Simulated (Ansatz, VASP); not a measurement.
# Two plane-wave programs on AlRu

```xyz
2
Lattice="2.9700 0.0000 0.0000 0.0000 2.9700 0.0000 0.0000 0.0000 2.9700" Properties=species:S:1:pos:R:3 pbc="T T T"
Ru    0.0000    0.0000    0.0000
Al    1.4850    1.4850    1.4850
```

Alike in both runs: task single point; functional LDA; k mesh 6 × 6 × 6; occupations gaussian, width 0.1 eV; no spin polarisation.

|  | VASP | Ansatz |
| --- | --- | --- |
| version | VASP 6.6.1 | Ansatz 0.2.0 |
| potentials or method | VASP PAW LDA potentials, release 64 (Ru_pv, Al), cutoff 500 eV | scalar-relativistic, plane waves, PAW |
| valence electrons in the cell | 17 | 19 |

|  | VASP | Ansatz | Ansatz less VASP |
| --- | --- | --- | --- |
| gap on the k mesh at the Fermi level (eV) | none | none | - |
| pressure (GPa) | -3.2 | -3.7 | -0.56 |

Ansatz warns that its potentials were made for another functional, while VASP's fit it. LDA's correlation is that of Perdew and Zunger in VASP and of Perdew and Wang (1992) in Ansatz. A gap of «none» marks a metal or a gap that the smearing closes. VASP's potentials hold 17 valence electrons a cell and Ansatz's 19, so a difference there can come from the potentials and not from the codes.
